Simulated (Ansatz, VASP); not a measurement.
**C: VASP beside Ansatz**

```
CELL_PARAMETERS angstrom
2.46498 0.00000 0.00000
-1.23249 2.13474 0.00000
0.00000 0.00000 26.00000
ATOMIC_POSITIONS crystal
C 0.00000 0.00000 0.50000
C 0.66667 0.33333 0.50000
```

Alike in both runs: task single point; functional PBE; dispersion D3(BJ); k mesh 12 × 12 × 1; occupations gaussian, width 0.1 eV; collinear spin.

```csv
,VASP,Ansatz
version,VASP 6.6.1,Ansatz 0.2.0
potentials or method,"VASP PAW PBE potentials, release 64 (C), cutoff 520 eV","scalar-relativistic, plane waves, PAW"
valence electrons in the cell,8,8
```

```tsv
	VASP	Ansatz	Ansatz less VASP
gap on the k mesh at the Fermi level (eV)	none	none	-
net moment per atom (μB)	0.00	0.00	0.000
```

A gap of «none» marks a metal or a gap that the smearing closes. Ansatz's warnings: seeded moment not kept.
